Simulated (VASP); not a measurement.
# Sn2O5 (cubic X2O5 type) (Pn-3m) in VASP: further runs

Runs on Sn2O5 (cubic X2O5 type). Level: PBE. Tasks: single point.

All numbers are computed with VASP 6.6.1; they aren't measurements. Logs are shortened: lines on timing, memory, paths and dates and some standing lists are left out, and cuts for length are marked.

## 1. The cell of the first run

The structure is cubic, space group Pn-3m (No. 224). Conventional cell: a = 5.246 Å, b = 5.246 Å, c = 5.246 Å, α = 90.00°, β = 90.00°, γ = 90.00°. Within 3.0 Å of Sn (site symmetry -3m) lie 12 O at 2.27 to 2.62 Å. O (site symmetry -3m) has 6 O at 2.27 Å and 6 Sn at 2.62 Å within 3.0 Å. Within 3.0 Å of O (site symmetry -42m) lie 4 Sn at 2.27 Å and 8 O at 2.27 to 2.62 Å.

## 2. Single point, PBE

INCAR reads:

```
SYSTEM = Sn2O5
PREC = Accurate
ENCUT = 520
EDIFF = 1E-6
ISMEAR = -1
SIGMA = 0.06122561905347299
LREAL = .False.
LASPH = .True.
NELM = 60
ALGO = Normal
ISIF = 2
LWAVE = .False.
LCHARG = .True.
GGA = PE
LELF = .True.
LVHAR = .True.
NBANDS = 71
```

KPOINTS reads:

```
regular mesh
0
Gamma
  10 10 10
  0 0 0
```

POSCAR reads:

```
Sn2O5
1.0
    5.2456385494      0.0000000000      0.0000000000
    0.0000000000      5.2456385494      0.0000000000
    0.0000000000      0.0000000000      5.2456385494
Sn O
4 10
Direct
    0.0000000000      0.0000000000      0.0000000000
    0.5000000000      0.5000000000      0.0000000000
    0.5000000000      0.0000000000      0.5000000000
    0.0000000000      0.5000000000      0.5000000000
    0.5000000000      0.0000000000      0.0000000000
    0.0000000000      0.5000000000      0.0000000000
    0.0000000000      0.0000000000      0.5000000000
    0.5000000000      0.5000000000      0.5000000000
    0.7500000000      0.7500000000      0.2500000000
    0.7500000000      0.2500000000      0.7500000000
    0.2500000000      0.7500000000      0.7500000000
    0.7500000000      0.2500000000      0.2500000000
    0.2500000000      0.7500000000      0.2500000000
    0.2500000000      0.2500000000      0.7500000000
```

Potentials or basis: VASP PAW PBE potentials, release 64 (Sn_d, O).

Started as:

```
cat potpaw_PBE.64/Sn_d/POTCAR potpaw_PBE.64/O/POTCAR > POTCAR
mpirun -np 1 vasp_std > vasp.out
```

OUTCAR:

```text
SYSTEM = Sn2O5
   PREC = Accurate
   ENCUT = 520
   EDIFF = 1E-6
   ISMEAR = -1
   LREAL = .False.
   LASPH = .True.
   NELM = 60
   ISIF = 2
   GGA = PE

 ion  position               nearest neighbor table
   1  0.000  0.000  0.000-   9 2.27  10 2.27  11 2.27  12 2.27  13 2.27  14 2.27   5 2.62   6 2.62
                             7 2.62   7 2.62   6 2.62   5 2.62   3 3.71   4 3.71   2 3.71   2 3.71
   2  0.500  0.500  0.000-   9 2.27  10 2.27  11 2.27  12 2.27  13 2.27  14 2.27   5 2.62   6 2.62
                             8 2.62   8 2.62   5 2.62   6 2.62   3 3.71   4 3.71   1 3.71   1 3.71
   3  0.500  0.000  0.500-   9 2.27  10 2.27  11 2.27  12 2.27  13 2.27  14 2.27   5 2.62   7 2.62
                             8 2.62   5 2.62   8 2.62   7 2.62   1 3.71   2 3.71   1 3.71   2 3.71
   4  0.000  0.500  0.500-   9 2.27  10 2.27  11 2.27  12 2.27  13 2.27  14 2.27   6 2.62   7 2.62
                             8 2.62   6 2.62   7 2.62   8 2.62   1 3.71   2 3.71   1 3.71   1 3.71
   5  0.500  0.000  0.000-   1 2.62   2 2.62   3 2.62   3 2.62   2 2.62   1 2.62
   6  0.000  0.500  0.000-   1 2.62   2 2.62   4 2.62   4 2.62   1 2.62   2 2.62
   7  0.000  0.000  0.500-   1 2.62   3 2.62   4 2.62   1 2.62   4 2.62   3 2.62
   8  0.500  0.500  0.500-   2 2.62   3 2.62   4 2.62   2 2.62   3 2.62   4 2.62
   9  0.750  0.750  0.250-   1 2.27   2 2.27   3 2.27   4 2.27
  10  0.750  0.250  0.750-   1 2.27   2 2.27   3 2.27   4 2.27
  11  0.250  0.750  0.750-   1 2.27   2 2.27   3 2.27   4 2.27
  12  0.750  0.250  0.250-   1 2.27   2 2.27   3 2.27   4 2.27
  13  0.250  0.750  0.250-   1 2.27   2 2.27   3 2.27   4 2.27
  14  0.250  0.250  0.750-   1 2.27   2 2.27   3 2.27   4 2.27

  LATTYP: Found a simple cubic cell.
 ALAT       =     5.2456385494

  Lattice vectors:

 A1 = (   5.2456385494,   0.0000000000,   0.0000000000)
 A2 = (   0.0000000000,   5.2456385494,   0.0000000000)
 A3 = (   0.0000000000,   0.0000000000,   5.2456385494)

Analysis of symmetry for initial positions (statically):
=====================================================================
 Subroutine PRICEL returns:
 Original cell was already a primitive cell.

 Routine SETGRP: Setting up the symmetry group for a
 simple cubic supercell.

 Subroutine GETGRP returns: Found 48 space group operations
 (whereof 12 operations were pure point group operations)
 out of a pool of 48 trial point group operations.

The static configuration has the point symmetry D_3d.
 The point group associated with its full space group is O_h .

Analysis of symmetry for dynamics (positions and initial velocities):
=====================================================================
 Subroutine PRICEL returns:
 Original cell was already a primitive cell.

 Routine SETGRP: Setting up the symmetry group for a
 simple cubic supercell.

 Subroutine GETGRP returns: Found 48 space group operations
 (whereof 12 operations were pure point group operations)
 out of a pool of 48 trial point group operations.

The dynamic configuration has the point symmetry D_3d.
 The point group associated with its full space group is O_h .

 Subroutine INISYM returns: Found 48 space group operations
 (whereof 12 operations are pure point group operations),
 and found     1 'primitive' translations

----------------------------------------------------------------------------------------

                                     Primitive cell

  volume of cell :     144.3428

  direct lattice vectors                    reciprocal lattice vectors
     5.245638549  0.000000000  0.000000000     0.190634561  0.000000000  0.000000000
     0.000000000  5.245638549  0.000000000     0.000000000  0.190634561  0.000000000
     0.000000000  0.000000000  5.245638549     0.000000000  0.000000000  0.190634561

  length of vectors
     5.245638549  5.245638549  5.245638549     0.190634561  0.190634561  0.190634561

  position of ions in fractional coordinates (direct lattice)
     0.000000000  0.000000000  0.000000000
     0.500000000  0.500000000  0.000000000
     0.500000000  0.000000000  0.500000000
     0.000000000  0.500000000  0.500000000
     0.500000000  0.000000000  0.000000000
     0.000000000  0.500000000  0.000000000
     0.000000000  0.000000000  0.500000000
     0.500000000  0.500000000  0.500000000
     0.750000000  0.750000000  0.250000000
     0.750000000  0.250000000  0.750000000
     0.250000000  0.750000000  0.750000000
     0.750000000  0.250000000  0.250000000
     0.250000000  0.750000000  0.250000000
     0.250000000  0.250000000  0.750000000

  ion indices of the primitive-cell ions
   primitive index   ion index
                 1           1
                 2           2
                 3           3
                 4           4
                 5           5
                 6           6
                 7           7
                 8           8
                 9           9
                10          10
                11          11
                12          12
                13          13
                14          14

----------------------------------------------------------------------------------------

 KPOINTS: regular mesh

Automatic generation of k-mesh.
 Grid dimensions read from file:
 generate k-points for:   10   10   10

 Generating k-lattice:

  Cartesian coordinates                     Fractional coordinates (reciprocal lattice)
     0.019063456  0.000000000  0.000000000     0.100000000  0.000000000  0.000000000
     0.000000000  0.019063456  0.000000000     0.000000000  0.100000000  0.000000000
     0.000000000  0.000000000  0.019063456     0.000000000  0.000000000  0.100000000

  Length of vectors
     0.019063456  0.019063456  0.019063456

  Shift w.r.t. Gamma in fractional coordinates (k-lattice)
     0.000000000  0.000000000  0.000000000

 Subroutine IBZKPT returns following result:
 ===========================================

 Found     56 irreducible k-points:

 Following reciprocal coordinates:
            Coordinates               Weight
  0.000000  0.000000  0.000000      1.000000
  0.100000  0.000000  0.000000      6.000000
  0.200000  0.000000  0.000000      6.000000
  0.300000  0.000000  0.000000      6.000000
  0.400000  0.000000  0.000000      6.000000
  0.500000  0.000000  0.000000      3.000000
[... 16 lines left out ...]
  0.200000  0.100000  0.100000     24.000000
  0.300000  0.100000  0.100000     24.000000
 [... further k-points ...]
   k-points           NKPTS =     56   k-points in BZ     NKDIM =     56   number of bands    NBANDS=     71
   number of dos      NEDOS =    301   number of ions     NIONS =     14
   total plane-waves  NPLWV =  64000
   dimension x,y,z NGX =    40 NGY =   40 NGZ =   40
   dimension x,y,z NGXF=    80 NGYF=   80 NGZF=   80
   ions per type =               4  10
   NGX,Y,Z   is equivalent  to a cutoff of  12.68, 12.68, 12.68 a.u.
   NGXF,Y,Z  is equivalent  to a cutoff of  25.35, 25.35, 25.35 a.u.
 SYSTEM =  Sn2O5
   PREC   = accura    normal or accurate (medium, high low for compatibility)
   ISTART =      0    job   : 0-new  1-cont  2-samecut
   ICHARG =      2    charge: 1-file 2-atom 10-const
   ISPIN  =      1    spin polarized calculation?
   LNONCOLLINEAR =      F non collinear calculations
   LSORBIT =      F    spin-orbit coupling
   LASPH  =      T    aspherical Exc in radial PAW
   ENCUT  =  520.0 eV  38.22 Ry    6.18 a.u.   9.75  9.75  9.75*2*pi/ulx,y,z
   NELM   =     60;   NELMIN=  2; NELMDL= -5     # of ELM steps
   EDIFF  = 0.1E-05   stopping-criterion for ELM
   LREAL  =      F    real-space projection
   EDIFFG = 0.1E-04   stopping-criterion for IOM
   NSW    =      0    number of steps for IOM
   IBRION =     -1    ionic relax: 0-MD 1-quasi-New 2-CG
   NFREE  =      0    steps in history (QN), initial steepest desc. (CG)
   ISIF   =      2    stress and relaxation
   ISYM   =      2    0-nonsym 1-usesym 2-fastsym
   POTIM  = 0.5000    time-step for ionic-motion
   TEBEG  =    0.0;   TEEND  =   0.0 temperature during run
   PSTRESS=    0.0 pullay stress
   NELECT =     116.0000    total number of electrons
   NUPDOWN=      -1.0000    fix difference up-down
   EMIN   =  10.00;   EMAX   =-10.00  energy-range for DOS
   EFERMI =   0.00;   METHOD = LEGACY
   ISMEAR =    -1;   SIGMA  =   0.06  broadening in eV -4-tet -1-fermi 0-gaus
   EFERMI_NEDOS =   21; number of points for ismear=-14 and -15
   IALGO  =     38    algorithm
   IMIX   =      4    mixing-type and parameters
     AMIX     =   0.40;   BMIX     =  1.00
     AMIX_MAG =   1.60;   BMIX_MAG =  1.00
  volume/ion in A,a.u.               =      10.31        69.58
  Fermi-wavevector in a.u.,A,eV,Ry     =   1.522051  2.876259 31.519780  2.316638
  Thomas-Fermi vector in A             =   2.630683
   LORBIT       =      0    0 simple, 1 ext, 2 COOP (PROOUT), +10 PAW based schemes
   GGA     = PE    functional components
   LHFCALC =     F    Hartree Fock is set to
   AEXX    =    0.0000 exact exchange contribution
   IVDW    =     0    specifies the selected vdW correction
   LEPSILON=     F    determine dielectric tensor
   LRPA    =     F    only Hartree local field effects (RPA)
 non-spin polarized calculation
  energy-cutoff  :      520.00
  volume of cell :      144.34
 maximum number of plane-waves:      3912
 NGX is ok and might be reduce to    40
   NGX = 19   NGY = 19   NGZ = 19

 number of electron     115.9999952 magnetization

 Free energy of the ion-electron system (eV)
  ---------------------------------------------------
  ext. energy  EPLUGINS =         0.00000000
  ---------------------------------------------------
  free energy    TOTEN  =       -64.90738476 eV

  energy without entropy =      -64.67066197  energy(sigma->0) =      -64.78902337

 E-fermi :   8.1582     XC(G=0): -12.2461

 val. band max:        8.1556248706   @ k =   0.3000   0.3000   0.3000
 cond. band min:       8.1590491643   @ k =   0.4000   0.4000   0.2000
 fundamental gap:      0.0034242937
 Fermi energy:         8.1582351628

 k-point     1 :       0.0000    0.0000    0.0000
  band No.  band energies     occupation
      1     -13.5497      2.00000
      2     -13.5497      2.00000
      3     -13.4772      2.00000
      4     -13.2374      2.00000
      5     -13.2374      2.00000
      6     -13.2374      2.00000
[... 62 lines left out ...]
     69      15.7337      0.00000
     70      16.6447      0.00000

 k-point     2 :       0.1000    0.0000    0.0000
  band No.  band energies     occupation
      1     -13.5405      2.00000
      2     -13.5401      2.00000
      3     -13.4677      2.00000
      4     -13.2357      2.00000
      5     -13.2341      2.00000
      6     -13.2341      2.00000
[... 62 lines left out ...]
     69      16.2403      0.00000
     70      16.5216      0.00000

 k-point     3 :       0.2000    0.0000    0.0000
  band No.  band energies     occupation
      1     -13.5131      2.00000
      2     -13.5121      2.00000
      3     -13.4409      2.00000
      4     -13.2348      2.00000
      5     -13.2250      2.00000
      6     -13.2250      2.00000
[... 1522 lines left out ...]
     69      16.2746      0.00000
     70      16.6951      0.00000

 k-point    24 :       0.3000    0.1000    0.1000
  band No.  band energies     occupation
      1     -13.4565      2.00000
      2     -13.4560      2.00000
      3     -13.3933      2.00000
      4     -13.2531      2.00000
      5     -13.2302      2.00000
      6     -13.2067      2.00000
[... 62 lines left out ...]
     69      16.0131      0.00000
     70      16.5921      0.00000

 [... further k-points ...]

 [bands above 70 left out]

------------------------ aborting loop because EDIFF is reached ----------------------------------------

  FORCE on cell =-STRESS in cart. coord.  units (eV):
  Direction    XX          YY          ZZ          XY          YZ          ZX
  --------------------------------------------------------------------------------------
  -------------------------------------------------------------------------------------
  Total        9.5786617      9.5786617      9.5786617     -0.0000000     -0.0000000      0.0000000
  in kB      106.3213125    106.3213125    106.3213125     -0.0000000     -0.0000000      0.0000000
  external PRESSURE =     106.3213125 kB  Pullay stress =       0.0000000 kB

 VOLUME and BASIS-vectors are now :
 -----------------------------------------------------------------------------
  energy-cutoff  :      520.00
  volume of cell :      144.34
      direct lattice vectors                 reciprocal lattice vectors
     5.245638549  0.000000000  0.000000000     0.190634561  0.000000000  0.000000000
     0.000000000  5.245638549  0.000000000     0.000000000  0.190634561  0.000000000
     0.000000000  0.000000000  5.245638549     0.000000000  0.000000000  0.190634561

 POSITION                                       TOTAL-FORCE (eV/Angst)
 -----------------------------------------------------------------------------------
      0.00000      0.00000      0.00000         0.000000      0.000000     -0.000000
      2.62282      2.62282      0.00000         0.000000      0.000000     -0.000000
      2.62282      0.00000      2.62282         0.000000      0.000000     -0.000000
      0.00000      2.62282      2.62282         0.000000      0.000000     -0.000000
      2.62282      0.00000      0.00000         0.000000      0.000000     -0.000000
      0.00000      2.62282      0.00000         0.000000      0.000000     -0.000000
      0.00000      0.00000      2.62282         0.000000      0.000000     -0.000000
      2.62282      2.62282      2.62282         0.000000      0.000000     -0.000000
      3.93423      3.93423      1.31141         0.000000     -0.000000     -0.000000
      3.93423      1.31141      3.93423        -0.000000      0.000000     -0.000000
      1.31141      3.93423      3.93423         0.000000      0.000000      0.000000
      3.93423      1.31141      1.31141        -0.000000      0.000000     -0.000000
      1.31141      3.93423      1.31141        -0.000000     -0.000000      0.000000
      1.31141      1.31141      3.93423         0.000000     -0.000000      0.000000
 -----------------------------------------------------------------------------------
    total drift:                               -0.000000      0.000000     -0.000000

  FREE ENERGIE OF THE ION-ELECTRON SYSTEM (eV)
  ---------------------------------------------------
  free  energy   TOTEN  =       -64.9073847617 eV

  energy  without entropy=      -64.6706619697  energy(sigma->0) =      -64.78902337
```

Wall time 15 min (1 thread of Intel Xeon 8259CL, shared host); peak memory 0.5 GiB.

Results:

```yaml
Free_energy: -64.9074 eV
Pressure: 10.6 GPa
Band_gap_on_the_k_mesh: zero (bands 58 and 59 overlap by 0.27 eV)
```

Caveat: the cell stands under pressure; semilocal functionals underestimate gaps, and a narrow one can read as zero; spin-orbit coupling is left out, which moves the levels of the heavy elements.

## 3. Single point, PBE

This run uses another cell than the first one, of 11.63 Å³/atom.

INCAR reads:

```
SYSTEM = Sn2O5
ALGO = Normal
EDIFF = 1E-6
ENCUT = 520
GGA = PE
ISIF = 2
ISMEAR = -1
LASPH = .True.
LCHARG = .False.
LREAL = .False.
LWAVE = .False.
NBANDS = 71
NELM = 80
PREC = Accurate
SIGMA = 0.06122561905347299
```

KPOINTS reads:

```
k-points
0
Gamma
  10 10 10
  0 0 0
```

POSCAR: that of step 2 with these lines changed.

```diff
@@ -2,5 +2,5 @@
 1.0
-    5.2456385494      0.0000000000      0.0000000000
-    0.0000000000      5.2456385494      0.0000000000
-    0.0000000000      0.0000000000      5.2456385494
+    5.4599797600      0.0000000000      0.0000000000
+    0.0000000000      5.4599797600      0.0000000000
+    0.0000000000      0.0000000000      5.4599797600
 Sn O
```

Potentials or basis: VASP PAW PBE potentials, release 64 (Sn_d, O).

Started as:

```
cat potpaw_PBE.64/Sn_d/POTCAR potpaw_PBE.64/O/POTCAR > POTCAR
mpirun -np 1 vasp_std > vasp.out
```

It took 8.9 min on 1 thread of Intel Xeon Platinum 8559C (Emerald Rapids), shared host; peak memory 0.54 GiB.

It converged, with:

| Item | Value |
| --- | --- |
| Free energy | -65.0212 eV |
| Pressure | -7.1 GPa |
| Band gap on the k mesh | zero (bands 58 and 59 overlap by 0.25 eV) |

Levels at points of the mesh, in eV from the Fermi level:
```
           k point  band 56  band 57  band 58  band 59  band 60  band 61
(0.00, 0.00, 0.00)    -0.06    -0.06    -0.06     0.28     0.28     0.28
(0.50, 0.00, 0.00)    -0.42     0.03     0.03     0.05     0.05     1.25
(0.50, 0.50, 0.00)    -0.45    -0.13    -0.13     0.07     0.07     0.68
(0.50, 0.50, 0.50)     0.13     0.13     0.17     0.17     0.17     1.61
```

Caveat: the cell stands under tension; semilocal functionals underestimate gaps, and a narrow one can read as zero; spin-orbit coupling is left out, which moves the levels of the heavy elements.

## 4. Single point, PBE

This run uses another cell than the first one, of 11.41 Å³/atom.

INCAR reads:

```
  PREC = Accurate
  ENCUT = 520
  EDIFF = 1E-7
  ISMEAR = -1
  SIGMA = 0.06122561905347299
  LREAL = F
  LASPH = T
  NELM = 80
  ALGO = Normal
  ISIF = 2
  LWAVE = F
  LCHARG = T
  GGA = PE
  LELF = T
  LVHAR = T
  NBANDS = 71
```

KPOINTS reads:

```
Automatic mesh
0
Gamma
  10 10 10
```

POSCAR: that of step 3 with these lines changed.

```diff
@@ -2,5 +2,5 @@
 1.0
-    5.4599797600      0.0000000000      0.0000000000
-    0.0000000000      5.4599797600      0.0000000000
-    0.0000000000      0.0000000000      5.4599797600
+    5.4254220002      0.0000000000      0.0000000000
+    0.0000000000      5.4254220002      0.0000000000
+    0.0000000000      0.0000000000      5.4254220002
 Sn O
```

Started as:

```
cat potpaw_PBE.64/Sn_d/POTCAR potpaw_PBE.64/O/POTCAR > POTCAR
mpirun -np 1 vasp_std > vasp.out
```

Run time: 17 min. Hardware: 1 thread of Intel Xeon Platinum 8259CL at 2.50GHz (Skylake/Cascade Lake), shared host; peak memory 0.53 GiB.

Results (log left out):

| Quantity | Value |
| --- | --- |
| Free energy | -65.1321 eV |
| Pressure | -5.0 GPa |
| Band gap on the k mesh | zero (bands 58 and 59 overlap by 0.25 eV) |

Levels at points of the mesh, in eV from the Fermi level:
```csv
k point,band 54,band 55,band 56,band 57,band 58,band 59,band 60,band 61,band 62,band 63
"(0.00, 0.00, 0.00)",-1.14,-1.14,-0.06,-0.06,-0.06,0.28,0.28,0.28,1.40,1.40
"(0.50, 0.00, 0.00)",-0.79,-0.43,-0.43,0.03,0.03,0.05,0.05,1.31,1.31,1.85
"(0.50, 0.50, 0.00)",-0.52,-0.47,-0.47,-0.14,-0.14,0.07,0.07,0.75,0.75,1.68
"(0.50, 0.50, 0.50)",0.04,0.04,0.14,0.14,0.17,0.17,0.17,1.70,1.70,1.70
```

Caveat: the cell stands under tension; semilocal functionals underestimate gaps, and a narrow one can read as zero; spin-orbit coupling is left out, which moves the levels of the heavy elements.

## 5. The runs side by side

```tsv
cell	gap on the mesh (eV)	pressure (GPa)
a = 5.246 Å, 14 atoms	none	10.6
a = 5.460 Å, 14 atoms	none	-7.1
a = 5.425 Å, 14 atoms	none	-5.0
```

Alike in all rows: task single point; level PBE; potentials or basis VASP PAW PBE potentials, release 64 (Sn_d, O); no spin polarisation; k mesh 10 × 10 × 10; cutoff (eV) 520; smearing fermi-dirac 0.0612256 eV.

Caveats: semilocal functionals underestimate gaps, and a narrow one can read as zero; spin-orbit coupling is left out, which moves the levels of the heavy elements; the cell stands under tension (at least some runs); the cell stands under pressure (at least some runs).

Absolute energies hang on the potentials; compare differences alone.
